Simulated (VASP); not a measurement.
Here is a VASP 6.6.1 calculation.

Contents of INCAR:

```
SYSTEM = Ru
ALGO = Normal
EDIFF = 1E-7
ENCUT = 520
GGA = PS
ISIF = 2
ISMEAR = -1
LASPH = .TRUE.
LCHARG = .FALSE.
LREAL = .FALSE.
LWAVE = .FALSE.
NBANDS = 21
NELM = 60
PREC = Accurate
SIGMA = 0.03
```

KPOINTS

```
k-points
0
G
  14 14 8
  0 0 0
```

Contents of POSCAR:

```
Ru
1.0
    2.6876390600      0.0000000000      0.0000000000
   -1.3438195300      2.3275637022      0.0000000000
    0.0000000000      0.0000000000      4.2531615502
Ru
2
Direct
    0.3333333333      0.6666666667      0.2500000000
    0.6666666667      0.3333333333      0.7500000000
```

Potentials or basis: VASP PAW PBE potentials, release 64 (Ru_pv).

Run with:

```bash
$ cat potpaw_PBE.64/Ru_pv/POTCAR > POTCAR
$ mpirun -np 1 vasp_std > vasp.out
```

**Question.** What does it give for the pressure?

**Answer.** 0.4 GPa.

**Question.** Predict the band gap on the k mesh.

**Answer.** Zero (band 14 reaches 14.77 eV, above the bottom of band 15 at 11.52 eV).

Stress tensor (GPa, compression positive):
```
 0.98  0.00  0.00
 0.00  0.98  0.00
 0.00  0.00 -0.73
```

Caveat: the PAW data sets were made with another functional, which shifts forces and pressure a little.
